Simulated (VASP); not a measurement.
# Ir (R-3m) in VASP: further runs, part 2 of 3

VASP 6.6.1. Earlier steps stand in the parts before.

### 3 Electric field gradients, PBE (equal xy, yz and zx shear strains of -1 %)

INCAR

```
  PREC = Accurate
  ENCUT = 520
  EDIFF = 1E-8
  ISMEAR = -1
  SIGMA = 0.05
  LREAL = F
  LASPH = T
  NELM = 100
  ALGO = Normal
  ISIF = 2
  LWAVE = F
  LCHARG = F
  GGA = PE
  LEFG = T
  NBANDS = 10
```

KPOINTS

```
Automatic mesh
0
Gamma
  15 15 15
```

POSCAR

```
Ir
1.0
   -0.0191970000      1.9101015000      1.9101015000
    1.9101015000     -0.0191970000      1.9101015000
    1.9101015000      1.9101015000     -0.0191970000
Ir
1
Direct
    0.0000000000      0.0000000000      0.0000000000
```

Potentials or basis: VASP PAW PBE potentials, release 64 (Ir).

Run with:

```sh
$ cat potpaw_PBE.64/Ir/POTCAR > POTCAR
$ mpirun -np 1 vasp_std > vasp.out
```

OUTCAR:

```text
PREC = Accurate
   ENCUT = 520
   EDIFF = 1E-8
   ISMEAR = -1
   LREAL = F
   LASPH = T
   NELM = 100
   ISIF = 2
   GGA = PE

 ion  position               nearest neighbor table
   1  0.000  0.000  0.000-

  LATTYP: Found a trigonal (rhomboedric) cell.
 ALAT       =     2.7013596587
 COS(alpha) =     0.4899250057

  Lattice vectors:

 A1 = (  -0.0191970000,   1.9101015000,   1.9101015000)
 A2 = (   1.9101015000,  -0.0191970000,   1.9101015000)
 A3 = (   1.9101015000,   1.9101015000,  -0.0191970000)

Analysis of symmetry for initial positions (statically):
=====================================================================
 Subroutine PRICEL returns:
 Original cell was already a primitive cell.

 Routine SETGRP: Setting up the symmetry group for a
 trigonal (rhombohedral) supercell.

 Subroutine GETGRP returns: Found 12 space group operations
 (whereof 12 operations were pure point group operations)
 out of a pool of 12 trial point group operations.

The static configuration has the point symmetry D_3d.

Analysis of symmetry for dynamics (positions and initial velocities):
=====================================================================
 Subroutine PRICEL returns:
 Original cell was already a primitive cell.

 Routine SETGRP: Setting up the symmetry group for a
 trigonal (rhombohedral) supercell.

 Subroutine GETGRP returns: Found 12 space group operations
 (whereof 12 operations were pure point group operations)
 out of a pool of 12 trial point group operations.

The dynamic configuration has the point symmetry D_3d.

 Subroutine INISYM returns: Found 12 space group operations
 (whereof 12 operations are pure point group operations),
 and found     1 'primitive' translations

----------------------------------------------------------------------------------------

                                     Primitive cell

  volume of cell :      14.1481

  direct lattice vectors                    reciprocal lattice vectors
    -0.019197000  1.910101500  1.910101500    -0.257852659  0.260470452  0.260470452
     1.910101500 -0.019197000  1.910101500     0.260470452 -0.257852659  0.260470452
     1.910101500  1.910101500 -0.019197000     0.260470452  0.260470452 -0.257852659

  length of vectors
     2.701359659  2.701359659  2.701359659     0.449641753  0.449641753  0.449641753

  position of ions in fractional coordinates (direct lattice)
     0.000000000  0.000000000  0.000000000

  ion indices of the primitive-cell ions
   primitive index   ion index
                 1           1

----------------------------------------------------------------------------------------

 KPOINTS: Automatic mesh

Automatic generation of k-mesh.
 Grid dimensions read from file:
 generate k-points for:   15   15   15
[... 64 lines left out ...]
   EDIFF  = 0.1E-07   stopping-criterion for ELM
   LREAL  =      F    real-space projection
   EDIFFG = 0.1E-06   stopping-criterion for IOM
   NSW    =      0    number of steps for IOM
   IBRION =     -1    ionic relax: 0-MD 1-quasi-New 2-CG
   NFREE  =      0    steps in history (QN), initial steepest desc. (CG)
   ISIF   =      2    stress and relaxation
   ISYM   =      2    0-nonsym 1-usesym 2-fastsym
   POTIM  = 0.5000    time-step for ionic-motion
   TEBEG  =    0.0;   TEEND  =   0.0 temperature during run
   PSTRESS=    0.0 pullay stress
   NELECT =       9.0000    total number of electrons
   NUPDOWN=      -1.0000    fix difference up-down
   EMIN   =  10.00;   EMAX   =-10.00  energy-range for DOS
   EFERMI =   0.00;   METHOD = LEGACY
   ISMEAR =    -1;   SIGMA  =   0.05  broadening in eV -4-tet -1-fermi 0-gaus
   EFERMI_NEDOS =   21; number of points for ismear=-14 and -15
   IALGO  =     38    algorithm
   IMIX   =      4    mixing-type and parameters
     AMIX     =   0.40;   BMIX     =  1.00
     AMIX_MAG =   1.60;   BMIX_MAG =  1.00
  volume/ion in A,a.u.               =      14.15        95.48
  Fermi-wavevector in a.u.,A,eV,Ry     =   1.407959  2.660656 26.971472  1.982347
  Thomas-Fermi vector in A             =   2.530165
   LORBIT       =      0    0 simple, 1 ext, 2 COOP (PROOUT), +10 PAW based schemes
   GGA     = PE    functional components
   LHFCALC =     F    Hartree Fock is set to
   AEXX    =    0.0000 exact exchange contribution
   IVDW    =     0    specifies the selected vdW correction
   LEPSILON=     F    determine dielectric tensor
   LRPA    =     F    only Hartree local field effects (RPA)
 non-spin polarized calculation
  energy-cutoff  :      520.00
  volume of cell :       14.15
 maximum number of plane-waves:       390
   NGX =  9   NGY =  9   NGZ =  9

 number of electron       9.0000000 magnetization

 Free energy of the ion-electron system (eV)
  ---------------------------------------------------
  ext. energy  EPLUGINS =         0.00000000
  ---------------------------------------------------
  free energy    TOTEN  =        -8.84485232 eV

  energy without entropy =       -8.83704315  energy(sigma->0) =       -8.84094774

 E-fermi :  10.4524     XC(G=0): -13.9879

 val. band max:       10.4507611065   @ k =  -0.4667   0.2667   0.1333
 cond. band min:      10.4546998349   @ k =  -0.4667  -0.4667   0.1333
 fundamental gap:      0.0039387284
 Fermi energy:        10.4523600234

 k-point     1 :       0.0000    0.0000    0.0000
  band No.  band energies     occupation
      1      -0.7135      2.00000
      2       6.4363      2.00000
      3       6.4363      2.00000
      4       6.6753      2.00000
      5       9.2116      2.00000
      6       9.2116      2.00000
      7      24.7278      0.00000
      8      30.1580      0.00000
      9      30.1580      0.00000
     10      30.6489      0.00000
[... 287 lines left out ...]
 k-point    24 :       0.2000    0.1333   -0.0000
  band No.  band energies     occupation
      1       0.9344      2.00000
      2       5.4628      2.00000
      3       7.2223      2.00000
      4       7.4818      2.00000
      5       8.1894      2.00000
      6       9.6800      2.00000
      7      27.4229      0.00000
      8      27.4593      0.00000
      9      30.7690      0.00000
     10      31.0022      0.00000

 [... further k-points ...]
[... 5 lines left out ...]
  --------------------------------------------------------------------------------------
  -------------------------------------------------------------------------------------
  Total        0.8540222      0.8540222      0.8540222      0.2474476      0.2474476      0.2474476
  in kB       96.7124440     96.7124440     96.7124440     28.0218214     28.0218214     28.0218214
  external PRESSURE =      96.7124440 kB  Pullay stress =       0.0000000 kB

 VOLUME and BASIS-vectors are now :
 -----------------------------------------------------------------------------
  energy-cutoff  :      520.00
  volume of cell :       14.15
      direct lattice vectors                 reciprocal lattice vectors
    -0.019197000  1.910101500  1.910101500    -0.257852659  0.260470452  0.260470452
     1.910101500 -0.019197000  1.910101500     0.260470452 -0.257852659  0.260470452
     1.910101500  1.910101500 -0.019197000     0.260470452  0.260470452 -0.257852659

 POSITION                                       TOTAL-FORCE (eV/Angst)
 -----------------------------------------------------------------------------------
      0.00000      0.00000      0.00000        -0.000000      0.000000     -0.000000
 -----------------------------------------------------------------------------------
    total drift:                               -0.000000     -0.000000     -0.000000

  FREE ENERGIE OF THE ION-ELECTRON SYSTEM (eV)
  ---------------------------------------------------
  free  energy   TOTEN  =        -8.8448523212 eV

  energy  without entropy=       -8.8370431500  energy(sigma->0) =       -8.84094774

 Electric field gradients (V/A^2)
---------------------------------------------------------------------
 ion       V_xx      V_yy      V_zz      V_xy      V_xz      V_yz
---------------------------------------------------------------------
   1      -0.000    -0.000     0.000   -12.011   -12.011   -12.011
---------------------------------------------------------------------

 Electric field gradients after diagonalization (V/A^2)
 (convention: |V_zz| > |V_xx| > |V_yy|)
----------------------------------------------------------------------
 ion       V_xx      V_yy      V_zz     asymmetry (V_yy - V_xx)/ V_zz
----------------------------------------------------------------------
   1      12.011    12.011   -24.022       0.000
----------------------------------------------------------------------

           NMR quadrupolar parameters

 Cq : quadrupolar parameter    Cq=e*Q*V_zz/h
 eta: asymmetry parameters     (V_yy - V_xx)/ V_zz
 Q  : nuclear electric quadrupole moment in mb (millibarn)
----------------------------------------------------------------------
 ion       Cq(MHz)       eta       Q (mb)
----------------------------------------------------------------------
   1      -0.058       0.000       1.000
----------------------------------------------------------------------
```

OSZICAR:

```text
N       E                     dE             d eps       ncg     rms          rms(c)
DAV:   1     0.488761873575E+02    0.48876E+02   -0.43459E+03  6888   0.820E+02
DAV:   2    -0.850243901880E+01   -0.57379E+02   -0.54813E+02  7030   0.199E+02
DAV:   3    -0.939169682459E+01   -0.88926E+00   -0.88656E+00  7992   0.303E+01
DAV:   4    -0.939985841272E+01   -0.81616E-02   -0.81601E-02  7780   0.268E+00
DAV:   5    -0.940001549221E+01   -0.15708E-03   -0.15708E-03  7896   0.358E-01    0.153E+01
DAV:   6    -0.893871920044E+01    0.46130E+00   -0.79397E-01  7684   0.110E+01    0.627E+00
DAV:   7    -0.885100375130E+01    0.87715E-01   -0.26713E-01  8126   0.586E+00    0.146E+00
DAV:   8    -0.884841841420E+01    0.25853E-02   -0.20897E-03  7452   0.478E-01    0.109E+00
DAV:   9    -0.884484675386E+01    0.35717E-02   -0.22794E-03  7698   0.668E-01    0.175E-02
DAV:  10    -0.884485093521E+01   -0.41813E-05   -0.13473E-05  9704   0.352E-02    0.261E-02
DAV:  11    -0.884485231692E+01   -0.13817E-05   -0.11054E-06  7558   0.118E-02    0.134E-03
DAV:  12    -0.884485228306E+01    0.33860E-07   -0.14637E-08  7886   0.110E-03    0.122E-03
DAV:  13    -0.884485231856E+01   -0.35505E-07   -0.32542E-09  4002   0.357E-04    0.562E-05
DAV:  14    -0.884485232123E+01   -0.26710E-08   -0.11512E-10  3616   0.132E-04
   1 F= -.88448523E+01 E0= -.88409477E+01  d E =-.780917E-02
```

Run time: 30 s. Hardware: 1 thread of AMD EPYC 9R14 (Zen 4), shared host; peak memory 0.14 GiB.

Results:

* Free energy: -8.8449 eV
* Pressure: 9.7 GPa

Stress tensor (GPa, compression positive):
```
9.67 2.80 2.80
2.80 9.67 2.80
2.80 2.80 9.67
```

Electric field gradients, principal values (V/Å²):
```
atom   least  middle  greatest (by size)
1 Ir  12.011  12.011             -24.022
```

Caveat: the cell differs from its parent crystal (equal xy, yz and zx shear strains of -1 %); without QUAD_EFG the Cq values of the log hold for a quadrupole moment of 1 mb, not for the nuclei; spin-orbit coupling is left out, which moves the levels of the heavy elements.

### 4 Electric field gradients, PBE (equal xy, yz and zx shear strains of +2 %)

INCAR

```
PREC     = Accurate       # precision mode
ENCUT    = 520            # plane-wave cutoff, eV
EDIFF    = 1E-8           # SCF threshold, eV
ISMEAR   = -1             # smearing method
SIGMA    = 0.05           # smearing width, eV
LREAL    = False          # projectors in reciprocal space
LASPH    = True           # aspherical terms in the spheres
NELM     = 60             # most SCF steps
ALGO     = Normal         # electronic algorithm
ISIF     = 2              # what is computed and relaxed
LWAVE    = False          # write WAVECAR
LCHARG   = False          # write CHGCAR
GGA      = PE             # functional
LEFG     = True         
NBANDS   = 10             # bands
```

KPOINTS is that of step 3.

POSCAR

```
Ir
1.0
    0.0383940000      1.9388970000      1.9388970000
    1.9388970000      0.0383940000      1.9388970000
    1.9388970000      1.9388970000      0.0383940000
Ir
1
Direct
    0.0000000000      0.0000000000      0.0000000000
```

Potentials or basis: VASP PAW PBE potentials, release 64 (Ir).

Run with:

```sh
$ cat potpaw_PBE.64/Ir/POTCAR > POTCAR
$ mpirun -np 1 vasp_std > vasp.out
```

OUTCAR:

```text
PREC = Accurate
   ENCUT = 520
   EDIFF = 1E-8
   ISMEAR = -1
   LREAL = False
   LASPH = True
   NELM = 60
   ISIF = 2
   GGA = PE

 ion  position               nearest neighbor table
   1  0.000  0.000  0.000-

  LATTYP: Found a trigonal (rhomboedric) cell.
 ALAT       =     2.7422832189
 COS(alpha) =     0.5197000882

  Lattice vectors:

 A1 = (   0.0383940000,   1.9388970000,   1.9388970000)
[... 517 lines left out ...]
 -----------------------------------------------------------------------------------
    total drift:                               -0.000000     -0.000000     -0.000000

  FREE ENERGIE OF THE ION-ELECTRON SYSTEM (eV)
  ---------------------------------------------------
  free  energy   TOTEN  =        -8.8333396881 eV

  energy  without entropy=       -8.8257227955  energy(sigma->0) =       -8.82953124

 Electric field gradients (V/A^2)
---------------------------------------------------------------------
 ion       V_xx      V_yy      V_zz      V_xy      V_xz      V_yz
---------------------------------------------------------------------
   1      -0.000     0.000     0.000    25.981    25.981    25.981
---------------------------------------------------------------------

 Electric field gradients after diagonalization (V/A^2)
 (convention: |V_zz| > |V_xx| > |V_yy|)
----------------------------------------------------------------------
 ion       V_xx      V_yy      V_zz     asymmetry (V_yy - V_xx)/ V_zz
----------------------------------------------------------------------
   1     -25.981   -25.981    51.962       0.000
----------------------------------------------------------------------

           NMR quadrupolar parameters

 Cq : quadrupolar parameter    Cq=e*Q*V_zz/h
 eta: asymmetry parameters     (V_yy - V_xx)/ V_zz
 Q  : nuclear electric quadrupole moment in mb (millibarn)
----------------------------------------------------------------------
 ion       Cq(MHz)       eta       Q (mb)
----------------------------------------------------------------------
   1       0.126       0.000       1.000
----------------------------------------------------------------------
```

stdout:

```text
POSCAR found type information on POSCAR Ir
 POSCAR found :  1 types and       1 ions
 scaLAPACK will be used
 LDA part: xc-table for (Slater+PW92), standard interpolation
 POSCAR, INCAR and KPOINTS ok, starting setup
 FFT: planning ... GRIDC
 FFT: planning ... GRID_SOFT
 FFT: planning ... GRID
 WAVECAR not read
 entering main loop
ion   1
```

It took 27 s on 1 thread of AMD EPYC 9R14 (Zen 4), shared host; peak memory 0.14 GiB.

What came out:

```yaml
Free_energy: -8.8333 eV
Pressure: 10.1 GPa
```

Electric field gradients, principal values (V/Å²):
| atom | least | middle | greatest (by size) |
| --- | --- | --- | --- |
| 1 Ir | -25.981 | -25.981 | 51.962 |

Caveat: the cell differs from its parent crystal (equal xy, yz and zx shear strains of +2 %); without QUAD_EFG the Cq values of the log hold for a quadrupole moment of 1 mb, not for the nuclei; spin-orbit coupling is left out, which moves the levels of the heavy elements.

(Continued in part 3 of 3.)
